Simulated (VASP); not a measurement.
The system is B2Pt2Cl.

```
B Pt Cl
1.0
     3.78951    0.00000    0.00000
     0.00000    3.78951    0.00000
     0.00000    0.00000    7.18703
B Pt Cl
2 2 1
Direct
  0.50000 0.00000 0.32178
  0.00000 0.50000 0.32178
  0.50000 0.00000 0.58107
  0.00000 0.50000 0.58107
  0.00000 0.00000 0.86769
```

The cell was generated, and may not be a known phase.

```yaml
Program: VASP 6.6.1
Task: relaxation of cell and atoms
Functional: PBE
Potentials_or_basis: VASP PAW PBE potentials, release 64 (B, Pt, Cl)
Cutoff: 600 eV
k_mesh: 10 × 10 × 6
Occupations: gaussian, width 0.1 eV
Spin: no spin polarisation
```

At the start: pressure -0.6 GPa; volume 20.64 Å³/atom.

Question: Where does the relaxation end?

Answer: Over 11 steps the energy falls by 2.7 meV/atom and the volume is 20.33 Å³/atom (-1.5 %); space group P4mm (No. 99, to 0.1 Å) before and after.

The path:
| step | energy change (eV) | largest force (eV/Å) | pressure (GPa) | volume (Å³) |
| --- | --- | --- | --- | --- |
| 1 | 0.0000 | 0.1497 | -0.56 | 103.21 |
| 2 | -0.0086 | 0.2808 | -0.83 | 102.13 |
| 3 | -0.0091 | 0.2023 | -0.79 | 102.35 |
| 4 | -0.0085 | 0.1583 | 1.21 | 100.31 |
| 5 | -0.0125 | 0.0848 | 0.14 | 101.36 |
| 6 | -0.0132 | 0.0393 | 0.09 | 101.50 |
| 7 | -0.0134 | 0.0145 | 0.04 | 101.62 |
| 8 | -0.0134 | 0.0189 | 0.04 | 101.63 |
| 9 | -0.0133 | 0.0534 | -0.17 | 101.74 |
| 10 | -0.0134 | 0.0102 | -0.03 | 101.67 |
| 11 | -0.0135 | 0.0083 | 0.01 | 101.63 |

Final structure:
```
B Pt Cl
1.0
     3.74500    0.00000    0.00000
     0.00000    3.74500    0.00000
     0.00000    0.00000    7.24607
B Pt Cl
2 2 1
Direct
  0.50000 0.00000 0.32150
  0.00000 0.50000 0.32150
  0.50000 0.00000 0.58068
  0.00000 0.50000 0.58068
  0.00000 0.00000 0.86905
```

Caveat: this functional lacks dispersion, which binds layers or chains, so the pressure and a relaxed spacing across them are unreliable; an odd number of electrons without spin polarisation forces a metal; a magnetic or distorted state may lie lower.
